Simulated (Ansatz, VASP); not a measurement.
One calculation of TiCo, two programs

```
CELL_PARAMETERS angstrom
2.93376 0.00000 0.00000
0.00000 2.93376 0.00000
0.00000 0.00000 2.93376
ATOMIC_POSITIONS crystal
Ti 0.00000 0.00000 0.00000
Co 0.50000 0.50000 0.50000
```

Alike in both runs: task relaxation of cell and atoms; functional PBEsol; k mesh 14 × 14 × 14; occupations gaussian, width 0.1 eV; collinear spin.

```csv
,VASP,Ansatz
version,VASP 6.6.1,Ansatz 0.2.0
potentials or method,"VASP PAW PBE potentials, release 64 (Ti_sv, Co), cutoff 600 eV","scalar-relativistic, plane waves, PAW"
valence electrons in the cell,21,29
```

```tsv
	VASP	Ansatz	Ansatz less VASP
gap on the k mesh at the Fermi level, each at its own relaxed structure (eV)	none	none	-
net moment per atom (μB)	0.28	0.32	+0.041
size of the moment on the site where the two differ most (μB)	0.59	0.68	+0.090
relaxed volume (Å³/atom)	12.63	12.69	+0.056
relaxed length of the cell vector where the two differ most in proportion (Å)	2.934	2.939	+0.0043
```

VASP's potentials were made for PBE, not for PBEsol. Site moments also hang on the region over which each program counts them. A gap of «none» marks a metal or a gap that the smearing closes. VASP's potentials hold 21 valence electrons a cell and Ansatz's 29, so a difference there can come from the potentials and not from the codes.
